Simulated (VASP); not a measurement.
# Rh (P6_3/mmc) in VASP: further runs

The runs below take Rh through single point, with PBEsol.

Everything below comes from runs of VASP 6.6.1. Logs are shortened: lines on timing, memory, paths and dates and some standing lists are left out, and cuts for length are marked.

**1. The cell of the first run**

The structure is hexagonal, space group P6_3/mmc (No. 194). The conventional cell has a = 2.724 Å, b = 2.724 Å, c = 4.048 Å, α = 90.00°, β = 90.00°, γ = 120.00°. Rh (site symmetry -6m2) has 12 Rh at 2.56 to 2.72 Å within 3.4 Å.

This isn't the form of Rh at room conditions, which is fcc.

**2. Single point, PBEsol (13.01 Å³/atom)**

The input, INCAR:

```
PREC = Accurate
ENCUT = 520
EDIFF = 1E-6
ISMEAR = 0
SIGMA = 0.15
LREAL = False
LASPH = True
NELM = 80
ALGO = Fast
ISIF = 2
LWAVE = False
LCHARG = True
GGA = PS
LELF = True
LVHAR = True
NBANDS = 22
```

The input, KPOINTS:

```
regular mesh
0
Gamma
  21 21 12
```

The input, POSCAR:

```
Rh
1.0
    2.7244775207      0.0000000000      0.0000000000
   -1.3622387603      2.3594667449      0.0000000000
    0.0000000000      0.0000000000      4.0480287002
Rh
2
Direct
    0.6666666667      0.3333333333      0.7500000000
    0.3333333333      0.6666666667      0.2500000000
```

Potentials or basis: VASP PAW PBE potentials, release 64 (Rh_pv).

The run is started by

```bash
$ cat potpaw_PBE.64/Rh_pv/POTCAR > POTCAR
$ mpirun -np 1 vasp_std > vasp.out
```

OUTCAR:

```text
PREC = Accurate
   ENCUT = 520
   EDIFF = 1E-6
   ISMEAR = 0
   LREAL = False
   LASPH = True
   NELM = 80
   ISIF = 2
   GGA = PS

 ion  position               nearest neighbor table
   1  0.667  0.333  0.750-   2 2.56   2 2.56   2 2.56   2 2.56   2 2.56   2 2.56
   2  0.333  0.667  0.250-   1 2.56   1 2.56   1 2.56   1 2.56   1 2.56   1 2.56

  LATTYP: Found a hexagonal cell.
 ALAT       =     2.7244775207
 C/A-ratio  =     1.4858000000

  Lattice vectors:

 A1 = (   2.7244775207,   0.0000000000,   0.0000000000)
 A2 = (  -1.3622387603,   2.3594667449,   0.0000000000)
 A3 = (   0.0000000000,   0.0000000000,   4.0480287002)

Analysis of symmetry for initial positions (statically):
=====================================================================
 Subroutine PRICEL returns:
 Original cell was already a primitive cell.

 Routine SETGRP: Setting up the symmetry group for a
 hexagonal supercell.

 Subroutine GETGRP returns: Found 24 space group operations
 (whereof 12 operations were pure point group operations)
 out of a pool of 24 trial point group operations.

The static configuration has the point symmetry D_3d.
 The point group associated with its full space group is D_6h.

Analysis of symmetry for dynamics (positions and initial velocities):
=====================================================================
 Subroutine PRICEL returns:
 Original cell was already a primitive cell.

 Routine SETGRP: Setting up the symmetry group for a
 hexagonal supercell.

 Subroutine GETGRP returns: Found 24 space group operations
 (whereof 12 operations were pure point group operations)
 out of a pool of 24 trial point group operations.

The dynamic configuration has the point symmetry D_3d.
 The point group associated with its full space group is D_6h.

 Subroutine INISYM returns: Found 24 space group operations
 (whereof 12 operations are pure point group operations),
 and found     1 'primitive' translations

----------------------------------------------------------------------------------------

                                     Primitive cell

  volume of cell :      26.0220

  direct lattice vectors                    reciprocal lattice vectors
     2.724477521  0.000000000  0.000000000     0.367042852  0.211912290  0.000000000
    -1.362238760  2.359466745  0.000000000     0.000000000  0.423824579  0.000000000
     0.000000000  0.000000000  4.048028700     0.000000000  0.000000000  0.247033822

  length of vectors
     2.724477521  2.724477521  4.048028700     0.423824579  0.423824579  0.247033822

  position of ions in fractional coordinates (direct lattice)
     0.666666667  0.333333333  0.750000000
     0.333333333  0.666666667  0.250000000

  ion indices of the primitive-cell ions
   primitive index   ion index
                 1           1
                 2           2

----------------------------------------------------------------------------------------

 KPOINTS: regular mesh

Automatic generation of k-mesh.
 Grid dimensions read from file:
 generate k-points for:   21   21   12

 Generating k-lattice:

  Cartesian coordinates                     Fractional coordinates (reciprocal lattice)
     0.017478231  0.010091061  0.000000000     0.047619048  0.000000000  0.000000000
     0.000000000  0.020182123  0.000000000     0.000000000  0.047619048  0.000000000
     0.000000000  0.000000000  0.020586152     0.000000000  0.000000000  0.083333333

  Length of vectors
     0.020182123  0.020182123  0.020586152

  Shift w.r.t. Gamma in fractional coordinates (k-lattice)
     0.000000000  0.000000000  0.000000000

 Subroutine IBZKPT returns following result:
 ===========================================

 Found    336 irreducible k-points:

 Following reciprocal coordinates:
            Coordinates               Weight
  0.000000  0.000000  0.000000      1.000000
  0.047619  0.000000  0.000000      6.000000
  0.095238  0.000000  0.000000      6.000000
  0.142857  0.000000  0.000000      6.000000
  0.190476  0.000000  0.000000      6.000000
  0.238095  0.000000  0.000000      6.000000
[... 16 lines left out ...]
  0.142857  0.095238  0.000000     12.000000
  0.190476  0.095238  0.000000     12.000000
 [... further k-points ...]
   k-points           NKPTS =    336   k-points in BZ     NKDIM =    336   number of bands    NBANDS=     22
   number of dos      NEDOS =    301   number of ions     NIONS =      2
   total plane-waves  NPLWV =  12000
   dimension x,y,z NGX =    20 NGY =   20 NGZ =   30
   dimension x,y,z NGXF=    40 NGYF=   40 NGZF=   60
   ions per type =               2
   NGX,Y,Z   is equivalent  to a cutoff of  12.20, 12.20, 12.32 a.u.
   NGXF,Y,Z  is equivalent  to a cutoff of  24.41, 24.41, 24.64 a.u.
 SYSTEM =  unknown system
   PREC   = accura    normal or accurate (medium, high low for compatibility)
   ISTART =      0    job   : 0-new  1-cont  2-samecut
   ICHARG =      2    charge: 1-file 2-atom 10-const
   ISPIN  =      1    spin polarized calculation?
   LNONCOLLINEAR =      F non collinear calculations
   LSORBIT =      F    spin-orbit coupling
   LASPH  =      T    aspherical Exc in radial PAW
   ENCUT  =  520.0 eV  38.22 Ry    6.18 a.u.   5.07  5.07  7.53*2*pi/ulx,y,z
   NELM   =     80;   NELMIN=  2; NELMDL= -5     # of ELM steps
   EDIFF  = 0.1E-05   stopping-criterion for ELM
   LREAL  =      F    real-space projection
[... 7 lines left out ...]
   TEBEG  =    0.0;   TEEND  =   0.0 temperature during run
   PSTRESS=    0.0 pullay stress
   NELECT =      30.0000    total number of electrons
   NUPDOWN=      -1.0000    fix difference up-down
   EMIN   =  10.00;   EMAX   =-10.00  energy-range for DOS
   EFERMI =   0.00;   METHOD = LEGACY
   ISMEAR =     0;   SIGMA  =   0.15  broadening in eV -4-tet -1-fermi 0-gaus
   EFERMI_NEDOS =   21; number of points for ismear=-14 and -15
   IALGO  =     68    algorithm
   IMIX   =      4    mixing-type and parameters
     AMIX     =   0.40;   BMIX     =  1.00
     AMIX_MAG =   1.60;   BMIX_MAG =  1.00
  volume/ion in A,a.u.               =      13.01        87.80
  Fermi-wavevector in a.u.,A,eV,Ry     =   1.716597  3.243898 40.092361  2.946705
  Thomas-Fermi vector in A             =   2.793753
   LORBIT       =      0    0 simple, 1 ext, 2 COOP (PROOUT), +10 PAW based schemes
   GGA     = PS    functional components
   LHFCALC =     F    Hartree Fock is set to
   AEXX    =    0.0000 exact exchange contribution
   IVDW    =     0    specifies the selected vdW correction
   LEPSILON=     F    determine dielectric tensor
   LRPA    =     F    only Hartree local field effects (RPA)
 non-spin polarized calculation
 RMM-DIIS sequential band-by-band and
 Gauss-broadening in eV      SIGMA  =   0.15
  energy-cutoff  :      520.00
  volume of cell :       26.02
 maximum number of plane-waves:       717
   NGX = 11   NGY = 11   NGZ = 15

 number of electron      30.0000014 magnetization

 Free energy of the ion-electron system (eV)
  ---------------------------------------------------
  ext. energy  EPLUGINS =         0.00000000
  ---------------------------------------------------
  free energy    TOTEN  =       -16.04358865 eV

  energy without entropy =      -16.00683334  energy(sigma->0) =      -16.02521100

 E-fermi :  12.9386     XC(G=0): -14.5656

 val. band max:       12.9365105923   @ k =   0.2857   0.1429   0.1667
 cond. band min:      12.9388876930   @ k =   0.2857   0.2857   0.4167
 fundamental gap:      0.0023771007
 Fermi energy:        12.9386337409

 k-point     1 :       0.0000    0.0000    0.0000
  band No.  band energies     occupation
      1     -34.6779      2.00000
      2     -33.7993      2.00000
      3     -33.7993      2.00000
      4     -33.5992      2.00000
      5     -33.5992      2.00000
      6     -33.5902      2.00000
[... 14 lines left out ...]
     21      32.0008      0.00000
     22      32.2292      0.00000

 k-point     2 :       0.0476    0.0000    0.0000
  band No.  band energies     occupation
      1     -34.6712      2.00000
      2     -33.8102      2.00000
      3     -33.8037      2.00000
      4     -33.6111      2.00000
      5     -33.6002      2.00000
      6     -33.5943      2.00000
[... 14 lines left out ...]
     21      32.0595      0.00000
     22      32.2974      0.00000

 k-point     3 :       0.0952    0.0000    0.0000
  band No.  band energies     occupation
      1     -34.6514      2.00000
      2     -33.8420      2.00000
      3     -33.8163      2.00000
      4     -33.6454      2.00000
      5     -33.6067      2.00000
      6     -33.6033      2.00000
[... 14 lines left out ...]
     21      32.0350      0.00000
     22      32.4774      0.00000

 k-point     4 :       0.1429    0.0000    0.0000
  band No.  band energies     occupation
      1     -34.6193      2.00000
      2     -33.8920      2.00000
      3     -33.8356      2.00000
      4     -33.6986      2.00000
      5     -33.6271      2.00000
      6     -33.6085      2.00000
[... 14 lines left out ...]
     21      31.5152      0.00000
     22      32.2584      0.00000

 k-point     5 :       0.1905    0.0000    0.0000
  band No.  band energies     occupation
      1     -34.5763      2.00000
      2     -33.9559      2.00000
      3     -33.8595      2.00000
      4     -33.7653      2.00000
      5     -33.6552      2.00000
      6     -33.6158      2.00000
[... 417 lines left out ...]
 k-point    22 :       0.0952    0.0952    0.0000
  band No.  band energies     occupation
      1     -34.6006      2.00000
      2     -33.9094      2.00000
      3     -33.8637      2.00000
      4     -33.7149      2.00000
      5     -33.6392      2.00000
      6     -33.6187      2.00000
[... 14 lines left out ...]
     21      30.3494      0.00000
     22      32.6005      0.00000

 k-point    23 :       0.1429    0.0952    0.0000
  band No.  band energies     occupation
      1     -34.5583      2.00000
      2     -33.9622      2.00000
      3     -33.9052      2.00000
      4     -33.7621      2.00000
      5     -33.6672      2.00000
      6     -33.6314      2.00000
[... 14 lines left out ...]
     21      29.1062      0.00000
     22      31.6170      0.00000

 k-point    24 :       0.1905    0.0952    0.0000
  band No.  band energies     occupation
      1     -34.5070      2.00000
      2     -34.0271      2.00000
      3     -33.9483      2.00000
      4     -33.8134      2.00000
      5     -33.7023      2.00000
      6     -33.6448      2.00000
[... 14 lines left out ...]
     21      28.1216      0.00000
     22      30.7111      0.00000

 [... further k-points ...]

------------------------ aborting loop because EDIFF is reached ----------------------------------------

  FORCE on cell =-STRESS in cart. coord.  units (eV):
  Direction    XX          YY          ZZ          XY          YZ          ZX
  --------------------------------------------------------------------------------------
  -------------------------------------------------------------------------------------
  Total        1.1792445      1.1792445      5.5029603      0.0000000      0.0000000     -0.0000000
  in kB       72.6062129     72.6062129    338.8178558      0.0000000      0.0000000     -0.0000000
  external PRESSURE =     161.3434272 kB  Pullay stress =       0.0000000 kB

 VOLUME and BASIS-vectors are now :
 -----------------------------------------------------------------------------
  energy-cutoff  :      520.00
  volume of cell :       26.02
      direct lattice vectors                 reciprocal lattice vectors
     2.724477521  0.000000000  0.000000000     0.367042852  0.211912290  0.000000000
    -1.362238760  2.359466745  0.000000000     0.000000000  0.423824579  0.000000000
     0.000000000  0.000000000  4.048028700     0.000000000  0.000000000  0.247033822

 POSITION                                       TOTAL-FORCE (eV/Angst)
 -----------------------------------------------------------------------------------
      1.36224      0.78649      3.03602         0.000000      0.000000      0.000000
     -0.00000      1.57298      1.01201        -0.000000     -0.000000      0.000000
 -----------------------------------------------------------------------------------
    total drift:                                0.000000     -0.000000      0.000000

  FREE ENERGIE OF THE ION-ELECTRON SYSTEM (eV)
  ---------------------------------------------------
  free  energy   TOTEN  =       -16.0435886544 eV

  energy  without entropy=      -16.0068333394  energy(sigma->0) =      -16.02521100
```

It took 6.1 min on 1 thread of AMD EPYC, shared host; peak memory 0.22 GiB.

What came out:

```yaml
Free_energy: -16.0436 eV
Pressure: 16.1 GPa
Band_gap_on_the_k_mesh: zero (bands 15 and 16 overlap by 2.31 eV)
```

Caveat: the stress differs along the axes, from 7 to 34 GPa; the PAW data sets were made with another functional, which shifts forces and pressure a little.

**3. Single point, PBEsol (13.01 Å³/atom)**

The input, INCAR:

```
ALGO = Fast
EDIFF = 1E-6
ENCUT = 520
GGA = PS
ISIF = 2
ISMEAR = 0
LASPH = T
LCHARG = T
LELF = T
LREAL = F
LVHAR = T
LWAVE = F
NBANDS = 22
NELM = 80
PREC = Accurate
SIGMA = 0.15
```

The input, KPOINTS:

```
k-points
0
Gamma
  21 21 12
```

The input, POSCAR:

```
Rh
1.0
    2.5823384756      0.0000000000      0.0000000000
   -1.2911692378      2.2363707210      0.0000000000
    0.0000000000      0.0000000000      4.5059224060
Rh
2
Direct
    0.6666666667      0.3333333333      0.7500000000
    0.3333333333      0.6666666667      0.2500000000
```

Potentials or basis: VASP PAW PBE potentials, release 64 (Rh_pv).

The run is started by

```bash
$ cat potpaw_PBE.64/Rh_pv/POTCAR > POTCAR
$ mpirun -np 1 vasp_std > vasp.out
```

OUTCAR:

```text
EDIFF = 1E-6
   ENCUT = 520
   GGA = PS
   ISIF = 2
   ISMEAR = 0
   LASPH = T
   LREAL = F
   NELM = 80
   PREC = Accurate

 ion  position               nearest neighbor table
   1  0.667  0.333  0.750-   2 2.70   2 2.70   2 2.70   2 2.70   2 2.70   2 2.70
   2  0.333  0.667  0.250-   1 2.70   1 2.70   1 2.70   1 2.70   1 2.70   1 2.70

  LATTYP: Found a hexagonal cell.
 ALAT       =     2.5823384756
 C/A-ratio  =     1.7449000000

  Lattice vectors:

 A1 = (   2.5823384756,   0.0000000000,   0.0000000000)
 A2 = (  -1.2911692378,   2.2363707210,   0.0000000000)
 A3 = (   0.0000000000,   0.0000000000,   4.5059224060)

Analysis of symmetry for initial positions (statically):
=====================================================================
 Subroutine PRICEL returns:
 Original cell was already a primitive cell.

 Routine SETGRP: Setting up the symmetry group for a
 hexagonal supercell.

 Subroutine GETGRP returns: Found 24 space group operations
 (whereof 12 operations were pure point group operations)
[... 162 lines left out ...]
  ext. energy  EPLUGINS =         0.00000000
  ---------------------------------------------------
  free energy    TOTEN  =       -16.05694191 eV

  energy without entropy =      -16.02486482  energy(sigma->0) =      -16.04090337

 E-fermi :  12.8306     XC(G=0): -14.5695

 val. band max:       12.8302124716   @ k =   0.2381   0.1905   0.0833
 cond. band min:      12.8310625273   @ k =   0.3333   0.0952   0.1667
 fundamental gap:      0.0008500556
 Fermi energy:        12.8306422175

 k-point     1 :       0.0000    0.0000    0.0000
  band No.  band energies     occupation
      1     -34.3775      2.00000
      2     -33.6728      2.00000
      3     -33.6728      2.00000
      4     -33.6291      2.00000
      5     -33.5903      2.00000
      6     -33.5903      2.00000
[... 589 lines left out ...]
     21      29.8879      0.00000
     22      30.6098      0.00000

 [... further k-points ...]

------------------------ aborting loop because EDIFF is reached ----------------------------------------

  FORCE on cell =-STRESS in cart. coord.  units (eV):
  Direction    XX          YY          ZZ          XY          YZ          ZX
  --------------------------------------------------------------------------------------
  -------------------------------------------------------------------------------------
  Total        3.9276430      3.9276430     -0.5405674      0.0000000      0.0000000      0.0000000
  in kB      241.8254010    241.8254010    -33.2827914      0.0000000      0.0000000      0.0000000
  external PRESSURE =     150.1226702 kB  Pullay stress =       0.0000000 kB

 VOLUME and BASIS-vectors are now :
 -----------------------------------------------------------------------------
  energy-cutoff  :      520.00
  volume of cell :       26.02
      direct lattice vectors                 reciprocal lattice vectors
     2.582338476  0.000000000  0.000000000     0.387245905  0.223576527  0.000000000
    -1.291169238  2.236370721  0.000000000     0.000000000  0.447153055  0.000000000
     0.000000000  0.000000000  4.505922406     0.000000000  0.000000000  0.221930142

 POSITION                                       TOTAL-FORCE (eV/Angst)
 -----------------------------------------------------------------------------------
      1.29117      0.74546      3.37944        -0.000000      0.000000      0.000000
     -0.00000      1.49091      1.12648         0.000000      0.000000      0.000000
 -----------------------------------------------------------------------------------
    total drift:                                0.000000     -0.000000      0.000000

  FREE ENERGIE OF THE ION-ELECTRON SYSTEM (eV)
  ---------------------------------------------------
  free  energy   TOTEN  =       -16.0569419076 eV

  energy  without entropy=      -16.0248648248  energy(sigma->0) =      -16.04090337
```

stdout:

```text
POSCAR found type information on POSCAR Rh
 POSCAR found :  1 types and       2 ions
 scaLAPACK will be used
 -----------------------------------------------------------------------------
|                                                                             |
|                                                                             |
|     You enforced a specific xc type in the INCAR file but a different       |
|     I HOPE YOU KNOW WHAT YOU ARE DOING!                                     |
|                                                                             |
 -----------------------------------------------------------------------------

 LDA part: xc-table for (Slater+PW92), standard interpolation
 POSCAR, INCAR and KPOINTS ok, starting setup
 FFT: planning ... GRIDC
 FFT: planning ... GRID_SOFT
 FFT: planning ... GRID
 WAVECAR not read
 entering main loop
WARNING in EDDRMM: call to ZHEGV failed, returncode =   6  3     22
```

Wall time 5.9 min (1 thread of AMD EPYC, shared host); peak memory 0.22 GiB.

What came out:

```
Free energy            : -16.0569 eV
Pressure               : 15.0 GPa
Band gap on the k mesh : zero (bands 15 and 16 overlap by 2.84 eV)
```

Stress tensor (GPa, compression positive):
```
24.18  0.00  0.00
 0.00 24.18  0.00
 0.00  0.00 -3.33
```

Levels at points of the mesh, in eV from the Fermi level:
| k point | band 11 | band 12 | band 13 | band 14 | band 15 | band 16 | band 17 | band 18 | band 19 | band 20 |
| --- | --- | --- | --- | --- | --- | --- | --- | --- | --- | --- |
| (0.00, 0.00, 0.00) | -3.27 | -2.84 | -2.84 | -1.45 | -1.45 | -0.11 | 0.28 | 0.28 | 8.08 | 16.32 |
| (0.00, 0.00, 0.50) | -3.26 | -3.26 | -3.26 | -3.26 | -0.33 | -0.33 | -0.33 | -0.33 | 14.17 | 14.17 |

Caveat: the stress differs along the axes, from -3 to 24 GPa; the PAW data sets were made with another functional, which shifts forces and pressure a little.

(Continued in part 2 of 2.)
